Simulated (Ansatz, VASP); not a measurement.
## Two plane-wave programs on RbBr

```
Rb Br
1.0
    -0.05882    3.86950    3.86950
     3.86950   -0.05882    3.86950
     3.81068    3.81068    0.00000
Rb Br
1 1
Cartesian
  0.0000 0.0000 -0.0263
  1.9053 1.9053 1.9611
```

Change from the starting cell: shear_xy strain -3.0%.

Alike in both runs: task single point; functional HSE06; k mesh 4 × 4 × 4; no spin polarisation.

```csv
,VASP,Ansatz
version,VASP 6.6.1,Ansatz 0.2.0
potentials or method,"VASP PAW PBE potentials, release 64 (Rb_sv, Br)","plane waves, PAW"
plane-wave cutoff (eV),520,420
occupations,"gaussian, width 0.01 eV",fixed
valence electrons in the cell,16,16
```

```csv
,VASP,Ansatz,Ansatz less VASP
gap on the k mesh at the Fermi level (eV),5.16,5.16,-0.004
pressure (GPa),0.1,0.1,-0.01
"traceless stress, the component that is largest in VASP (GPa)",0.06,0.06,0.000
```

Ansatz's warnings: stress exchange threshold loose, stress scf threshold loose.
